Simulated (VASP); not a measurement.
Wanted: the native input for a VASP 6.6.1 run.

| Quantity | Value |
| --- | --- |
| Task | single point |
| Functional | RPBE |
| Potentials or basis | VASP PAW PBE potentials, release 64 (Ga_d, P) |
| Cutoff | 520 eV |
| k mesh | 8 × 8 × 8 |
| Occupations | gaussian, width 0.05 eV |
| Spin | no spin polarisation |
| Dipole correction | no |
| Further INCAR settings | ALGO = Normal; EDIFF = 1e-06; NBANDS = 16 |

The structure of GaP lies in POSCAR:

```
GaP
1.0
    0.0000000000      2.7252500000      2.7252500000
    2.7252500000      0.0000000000      2.7252500000
    2.7252500000      2.7252500000      0.0000000000
Ga P
1 1
Direct
    0.0000000000      0.0000000000      0.0000000000
    0.2500000000      0.2500000000      0.2500000000
```

One way to write it, as run:

INCAR

```
SYSTEM = GaP
ALGO = Normal ; EDIFF = 1E-6
ENCUT = 520 ; GGA = RP
ISIF = 2 ; ISMEAR = 0
LASPH = .True. ; LCHARG = .True.
LELF = .True. ; LREAL = .False.
LVHAR = .True. ; LWAVE = .False.
NBANDS = 16 ; NELM = 80
PREC = Accurate ; SIGMA = 0.05
```

KPOINTS

```
k-points
0
Gamma
  8 8 8
  0 0 0
```

Potentials or basis: VASP PAW PBE potentials, release 64 (Ga_d, P).

Launch:

```bash
$ cat potpaw_PBE.64/Ga_d/POTCAR potpaw_PBE.64/P/POTCAR > POTCAR
$ mpirun -np 1 vasp_std > vasp.out
```

It gave:

```yaml
Pressure: 4.4 GPa
Band_gap_on_the_k_mesh: 1.73 eV, indirect (least direct gap 1.96 eV)
```

Caveat: the PAW data sets were made with another functional, which shifts forces and pressure a little.

It took 10 s on 1 thread of Intel(R) Xeon(R) 6975P-C (Granite Rapids), with other jobs on the host, peak memory 0.17 GiB.
